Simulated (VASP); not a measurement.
# FeOsC4N4 (P-43m) in VASP: single point with PBE

Aim: the single point of FeOsC4N4 with PBE.

Program: VASP 6.6.1. These are calculated values, not measurements. Logs are shortened: lines on timing, memory, paths and dates and some standing lists are left out, and cuts for length are marked.

## Step 1: The cell of the first run

It takes space group P-43m (No. 215, cubic). The conventional cell has a = 5.884 Å, b = 5.884 Å, c = 5.884 Å, α = 90.00°, β = 90.00°, γ = 90.00°. Within 2.7 Å of Fe (site symmetry -43m) lie 4 N at 2.03 Å. Within 2.5 Å of Os (site symmetry -43m) lie 4 C at 1.90 Å. C (site symmetry 3m) has 1 N at 1.17 Å within 1.6 Å. Within 1.6 Å of N (site symmetry 3m) lie 1 C at 1.17 Å.

## Step 2: Single point, PBE, collinear spin, ferromagnetic start

INCAR reads:

```
SYSTEM = FeOsC4N4
ALGO = Normal
EDIFF = 1E-6
ENCUT = 520
GGA = PE
ISIF = 2
ISMEAR = 0
ISPIN = 2
LASPH = .TRUE.
LCHARG = .FALSE.
LMAXMIX = 4
LORBIT = 11
LREAL = .FALSE.
LWAVE = .FALSE.
MAGMOM = 4 1 0 0 0 0 0 0 0 0
NBANDS = 41
NELM = 150
PREC = Accurate
SIGMA = 0.1
```

KPOINTS reads:

```
k-points
0
G
  4 4 4
  0 0 0
```

POSCAR reads:

```
FeOsC4N4
1.0
    5.8843539400      0.0000000000      0.0000000000
    0.0000000000      5.8843539400      0.0000000000
    0.0000000000      0.0000000000      5.8843539400
Fe Os C N
1 1 4 4
Direct
    0.5000000000      0.5000000000      0.5000000000
    0.0000000000      0.0000000000      0.0000000000
    0.1860282600      0.1860282600      0.1860282600
    0.1860282600      0.8139717400      0.8139717400
    0.8139717400      0.1860282600      0.8139717400
    0.8139717400      0.8139717400      0.1860282600
    0.3008241800      0.3008241800      0.3008241800
    0.3008241800      0.6991758200      0.6991758200
    0.6991758200      0.3008241800      0.6991758200
    0.6991758200      0.6991758200      0.3008241800
```

Potentials or basis: VASP PAW PBE potentials, release 64 (Fe, Os, C, N).

Launch:

```console
$ cat potpaw_PBE.64/Fe/POTCAR potpaw_PBE.64/Os/POTCAR potpaw_PBE.64/C/POTCAR potpaw_PBE.64/N/POTCAR > POTCAR
$ mpirun -np 1 vasp_std > vasp.out
```

OUTCAR:

```text
SYSTEM = FeOsC4N4
   EDIFF = 1E-6
   ENCUT = 520
   GGA = PE
   ISIF = 2
   ISMEAR = 0
   ISPIN = 2
   LASPH = .TRUE.
   LORBIT = 11
   LREAL = .FALSE.
   NELM = 150
   PREC = Accurate

 ion  position               nearest neighbor table
   1  0.500  0.500  0.500-   7 2.03   8 2.03   9 2.03  10 2.03
   2  0.000  0.000  0.000-   3 1.90   4 1.90   5 1.90   6 1.90
   3  0.186  0.186  0.186-   7 1.17   2 1.90
   4  0.186  0.814  0.814-   8 1.17   2 1.90
   5  0.814  0.186  0.814-   9 1.17   2 1.90
   6  0.814  0.814  0.186-  10 1.17   2 1.90
   7  0.301  0.301  0.301-   3 1.17   1 2.03
   8  0.301  0.699  0.699-   4 1.17   1 2.03
   9  0.699  0.301  0.699-   5 1.17   1 2.03
  10  0.699  0.699  0.301-   6 1.17   1 2.03

  LATTYP: Found a simple cubic cell.
 ALAT       =     5.8843539400

  Lattice vectors:

 A1 = (   5.8843539400,   0.0000000000,   0.0000000000)
 A2 = (   0.0000000000,   5.8843539400,   0.0000000000)
 A3 = (   0.0000000000,   0.0000000000,   5.8843539400)

Analysis of symmetry for initial positions (statically):
=====================================================================
 Subroutine PRICEL returns:
 Original cell was already a primitive cell.

 Routine SETGRP: Setting up the symmetry group for a
 simple cubic supercell.

 Subroutine GETGRP returns: Found 24 space group operations
 (whereof 24 operations were pure point group operations)
 out of a pool of 48 trial point group operations.

The static configuration has the point symmetry T_d .

Analysis of symmetry for dynamics (positions and initial velocities):
=====================================================================
 Subroutine PRICEL returns:
 Original cell was already a primitive cell.

 Routine SETGRP: Setting up the symmetry group for a
 simple cubic supercell.

 Subroutine GETGRP returns: Found 24 space group operations
 (whereof 24 operations were pure point group operations)
 out of a pool of 48 trial point group operations.

The dynamic configuration has the point symmetry T_d .

Analysis of structural, dynamic, and magnetic symmetry:
=====================================================================
 Subroutine PRICEL returns:
 Original cell was already a primitive cell.

 Routine SETGRP: Setting up the symmetry group for a
 simple cubic supercell.

 Subroutine GETGRP returns: Found 24 space group operations
 (whereof 24 operations were pure point group operations)
[... 149 lines left out ...]

  energy without entropy =      -84.27078142  energy(sigma->0) =      -84.27696706

 E-fermi :  -0.4788     XC(G=0):  -7.3492

 val. band max:       -0.5242955768   @ k =   0.5000   0.5000   0.0000
 cond. band min:      -0.3564925734   @ k =   0.2500   0.0000   0.0000
 fundamental gap:      0.1678030034
 Fermi energy:        -0.4787947126

 spin component 1

 k-point     1 :       0.0000    0.0000    0.0000
  band No.  band energies     occupation
      1     -18.6911      1.00000
      2     -18.5713      1.00000
      3     -18.5713      1.00000
      4     -18.5713      1.00000
      5      -9.5243      1.00000
      6      -8.4909      1.00000
[... 399 lines left out ...]
     37       5.3567      0.00000
     38       5.3567      0.00000
 Fermi energy:        -0.4787947126

 spin component 2

 k-point     1 :       0.0000    0.0000    0.0000
  band No.  band energies     occupation
      1     -18.7504      1.00000
      2     -18.6294      1.00000
      3     -18.6294      1.00000
      4     -18.6294      1.00000
      5      -9.7278      1.00000
      6      -8.6047      1.00000
[... 399 lines left out ...]
     37       5.3546      0.00000
     38       5.3546      0.00000
 [bands above 38 left out]

------------------------ aborting loop because EDIFF is reached ----------------------------------------

  FORCE on cell =-STRESS in cart. coord.  units (eV):
  Direction    XX          YY          ZZ          XY          YZ          ZX
  --------------------------------------------------------------------------------------
  -------------------------------------------------------------------------------------
  Total        2.7934007      2.7934007      2.7934007      0.0000000      0.0000000      0.0000000
  in kB       21.9658218     21.9658218     21.9658218      0.0000000      0.0000000      0.0000000
  external PRESSURE =      21.9658218 kB  Pullay stress =       0.0000000 kB

 VOLUME and BASIS-vectors are now :
 -----------------------------------------------------------------------------
  energy-cutoff  :      520.00
  volume of cell :      203.75
      direct lattice vectors                 reciprocal lattice vectors
     5.884353940  0.000000000  0.000000000     0.169942191  0.000000000  0.000000000
     0.000000000  5.884353940  0.000000000     0.000000000  0.169942191  0.000000000
     0.000000000  0.000000000  5.884353940     0.000000000  0.000000000  0.169942191

 POSITION                                       TOTAL-FORCE (eV/Angst)
 -----------------------------------------------------------------------------------
      2.94218      2.94218      2.94218         0.000000      0.000000     -0.000000
      0.00000      0.00000      0.00000         0.000000      0.000000      0.000000
      1.09466      1.09466      1.09466        -0.554210     -0.554210     -0.554210
      1.09466      4.78970      4.78970        -0.554210      0.554210      0.554210
      4.78970      1.09466      4.78970         0.554210     -0.554210      0.554210
      4.78970      4.78970      1.09466         0.554210      0.554210     -0.554210
      1.77016      1.77016      1.77016         1.904390      1.904390      1.904390
      1.77016      4.11420      4.11420         1.904390     -1.904390     -1.904390
      4.11420      1.77016      4.11420        -1.904390      1.904390     -1.904390
      4.11420      4.11420      1.77016        -1.904390     -1.904390      1.904390
 -----------------------------------------------------------------------------------
    total drift:                                0.000000      0.000000      0.000000

  FREE ENERGIE OF THE ION-ELECTRON SYSTEM (eV)
  ---------------------------------------------------
  free  energy   TOTEN  =       -84.2831526911 eV

  energy  without entropy=      -84.2707814215  energy(sigma->0) =      -84.27696706

 total charge

# of ion       s       p       d       tot
------------------------------------------
    1        0.319   0.428   5.977   6.724
    2        0.761   0.900   6.297   7.958
    3        0.947   1.691   0.000   2.639
    4        0.947   1.691   0.000   2.639
    5        0.947   1.691   0.000   2.639
    6        0.947   1.691   0.000   2.639
    7        1.296   2.583   0.000   3.879
    8        1.296   2.583   0.000   3.879
    9        1.296   2.583   0.000   3.879
   10        1.296   2.583   0.000   3.879
--------------------------------------------------
tot         10.054  18.426  12.273  40.753

 magnetization (x)

# of ion       s       p       d       tot
------------------------------------------
    1        0.016   0.050   3.373   3.439
    2       -0.008  -0.235  -0.465  -0.708
    3       -0.004   0.006   0.000   0.002
    4       -0.004   0.006   0.000   0.002
    5       -0.004   0.006   0.000   0.002
    6       -0.004   0.006   0.000   0.002
    7        0.003  -0.070   0.000  -0.068
    8        0.003  -0.070   0.000  -0.068
    9        0.003  -0.070   0.000  -0.068
   10        0.003  -0.070   0.000  -0.068
--------------------------------------------------
tot          0.004  -0.445   2.908   2.467
```

OSZICAR:

```text
N       E                     dE             d eps       ncg     rms          rms(c)
DAV:   1     0.388586593419E+03    0.38859E+03   -0.22201E+04  1640   0.111E+03
DAV:   2    -0.410402415063E+02   -0.42963E+03   -0.40068E+03  1790   0.301E+02
[... 18 lines left out ...]
DAV:  21    -0.842830453148E+02    0.18930E-04   -0.19643E-04  2317   0.923E-02    0.122E-01
DAV:  22    -0.842831312123E+02   -0.85898E-04   -0.28059E-05  2126   0.737E-02    0.103E-01
DAV:  23    -0.842831232529E+02    0.79594E-05   -0.27387E-05  2292   0.331E-02    0.595E-02
DAV:  24    -0.842831485786E+02   -0.25326E-04   -0.34391E-05  2132   0.717E-02    0.185E-02
DAV:  25    -0.842831525328E+02   -0.39542E-05   -0.59393E-06  1738   0.162E-02    0.124E-02
DAV:  26    -0.842831526911E+02   -0.15830E-06   -0.13229E-06  1300   0.115E-02
   1 F= -.84283153E+02 E0= -.84276967E+02  d E =-.123713E-01  mag=     2.0000
```

It took 8.5 min on 1 thread of Intel Xeon 8259CL, shared host; peak memory 0.49 GiB.

What came out:

| Property | Result |
| --- | --- |
| Free energy | -84.2832 eV |
| Pressure | 2.2 GPa |
| Largest force | 3.299 eV/Å |
| Band gap on the k mesh | zero (filled and empty bands overlap) |
| Net moment | 2.00 μB per cell |
| Site moments | Fe +3.44; Os -0.71; C +0.00; N -0.07 μB |
| Valence electrons inside the program's atomic spheres | Fe 6.72; Os 7.96; C 2.64; N 3.88 |

Forces on the atoms (eV/Å):
```
Fe   0.000  0.000  0.000
Os   0.000  0.000  0.000
C   -0.554 -0.554 -0.554
C   -0.554  0.554  0.554
C    0.554 -0.554  0.554
C    0.554  0.554 -0.554
N    1.904  1.904  1.904
N    1.904 -1.904 -1.904
N   -1.904  1.904 -1.904
N   -1.904 -1.904  1.904
```

Caveat: spin-orbit coupling is left out, which moves the levels of the heavy elements; a cell with one magnetic atom can't hold antiferromagnetic order, which such compounds often take; forces of over 1 eV/Å act on the atoms, so gaps and moduli don't describe the material at rest. With open d or f shells a metallic result of PBE can be an artefact of self-interaction; +U or a hybrid may open a gap.
